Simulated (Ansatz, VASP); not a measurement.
# TiAl: VASP beside Ansatz

```xyz
2
Lattice="2.8091 0.0000 0.0000 -1.4045 2.4327 0.0000 0.0000 0.0000 4.5568" Properties=species:S:1:pos:R:3 pbc="T T T"
Ti    0.0000    0.0000    0.0000
Al    0.0000    1.6218    2.2784
```

Alike in both runs: task single point; functional PBEsol; k mesh 21 × 21 × 12; occupations gaussian, width 0.15 eV; no spin polarisation.

|  | VASP | Ansatz |
| --- | --- | --- |
| version | VASP 6.6.1 | Ansatz 0.2.0 |
| potentials or method | VASP PAW PBE potentials, release 64 (Ti_sv, Al), cutoff 520 eV | scalar-relativistic, plane waves, PAW |
| valence electrons in the cell | 15 | 15 |

|  | VASP | Ansatz | Ansatz less VASP |
| --- | --- | --- | --- |
| gap on the k mesh at the Fermi level (eV) | none | none | - |
| pressure (GPa) | 4.8 | 5.0 | +0.15 |
| traceless stress, the component that is largest in VASP (GPa) | 0.58 | 0.48 | -0.098 |

VASP's potentials were made for PBE, not for PBEsol, and Ansatz warns of the same on its side. A gap of «none» marks a metal or a gap that the smearing closes.
